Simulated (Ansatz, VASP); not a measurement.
## Ga3Se in VASP and in Ansatz

```
CELL_PARAMETERS angstrom
4.32361 0.00000 0.00000
0.00000 4.32361 0.00000
0.00000 0.00000 4.32361
ATOMIC_POSITIONS crystal
Ga 0.00000 0.50000 0.50000
Ga 0.50000 0.00000 0.50000
Ga 0.50000 0.50000 0.00000
Se 0.00000 0.00000 0.00000
```

Alike in both runs: task single point; functional PBE; dispersion D3(BJ); k mesh 12 × 12 × 12; occupations gaussian, width 0.15 eV; no spin polarisation.

|  | VASP | Ansatz |
| --- | --- | --- |
| version | VASP 6.6.1 | Ansatz 0.2.0 |
| potentials or method | VASP PAW PBE potentials, release 64 (Ga_d, Se), cutoff 520 eV | scalar-relativistic, plane waves, PAW |
| valence electrons in the cell | 45 | 55 |

|  | VASP | Ansatz | Ansatz less VASP |
| --- | --- | --- | --- |
| gap on the k mesh at the Fermi level (eV) | none | none | - |
| pressure (GPa) | 0.2 | 0.0 | -0.20 |

A gap of «none» marks a metal or a gap that the smearing closes. VASP's potentials hold 45 valence electrons a cell and Ansatz's 55, so a difference there can come from the potentials and not from the codes.
